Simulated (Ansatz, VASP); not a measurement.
**One calculation of CuAu, two programs**

Contents of INCAR:

```
SYSTEM = CuAu
PREC = Accurate ; ENCUT = 520
EDIFF = 1E-8 ; ISMEAR = -1
SIGMA = 0.05 ; LREAL = .FALSE.
LASPH = .TRUE. ; NELM = 100
ALGO = Normal ; ISIF = 2
LWAVE = .FALSE. ; LCHARG = .FALSE.
GGA = PS ; LEFG = .TRUE.
NBANDS = 18
```

The input KPOINTS:

```
regular mesh
0
G
  11 11 8
  0 0 0
```

File POSCAR:

```
CuAu
1.0
    2.8507024026      0.0000000000      0.0000000000
    0.0000000000      2.8507024026      0.0000000000
    0.0000000000      0.0000000000      3.5816088600
Cu Au
1 1
Direct
    0.3950000000      0.3950000000      0.3950000000
    0.1050000000      0.1050000000      0.1050000000
```

Input for Ansatz:

```yaml
crystal:
  lattice:
    - [2.8507024026, 0.0, 0.0]
    - [0.0, 2.8507024026, 0.0]
    - [0.0, 0.0, 3.58160886]
  atoms:
    - { symbol: Cu, position: [0.395, 0.395, 0.395] }
    - { symbol: Au, position: [0.105, 0.105, 0.105] }
kpoints:
  mp_grid: { grid: [11, 11, 8] }
scf:
  occupations: { method: fermi_dirac, width: 0.05 }
hamiltonian:
  xc: pbesol
  pseudopotentials: { kind: paw }
output:
  forces: true
  stress: true
  eigenvalues: true
  efg: { contact_densities: true }
  populations: true
  write_density: true
  write_potential: true
  elf: true
  volumetric_format: npy
```

Change from the starting cell: shortest bond scaled by 0.58, PAW files.

Alike in both runs: task electric field gradients; functional PBEsol; k mesh 11 × 11 × 8; occupations fermi-dirac, width 0.05 eV; no spin polarisation.

|  | VASP | Ansatz |
| --- | --- | --- |
| version | VASP 6.6.1 | Ansatz 0.2.0 |
| potentials or method | VASP PAW PBE potentials, release 64 (Cu, Au) | PAW with Ansatz's default frozen-core files, scalar-relativistic |
| plane-wave cutoff (eV) | 520 | 420 |
| valence electrons in the cell | 22 | 38 |

```tsv
	VASP	Ansatz	Ansatz less VASP
pressure (GPa)	127.1	191.4	+64.25
traceless stress, the component that is largest in VASP (GPa)	119.15	186.55	+67.401
rms of the force components (eV/Å)	23.558	36.501	+12.9428
size of Vzz on the site where it differs most (V/Å²)	302.9	562.1	+259.22
```

VASP's potentials were made for PBE, not for PBEsol. Atom by atom the forces differ by 12.948 eV/Å (rms over components). The pressures are high and differ by over a tenth, so treat them with care. VASP's potentials hold 22 valence electrons a cell and Ansatz's 38, so a difference there can come from the potentials and not from the codes.

Neither program's run includes spin-orbit coupling. Noted on VASP's run: the cell as given lies far from equilibrium.
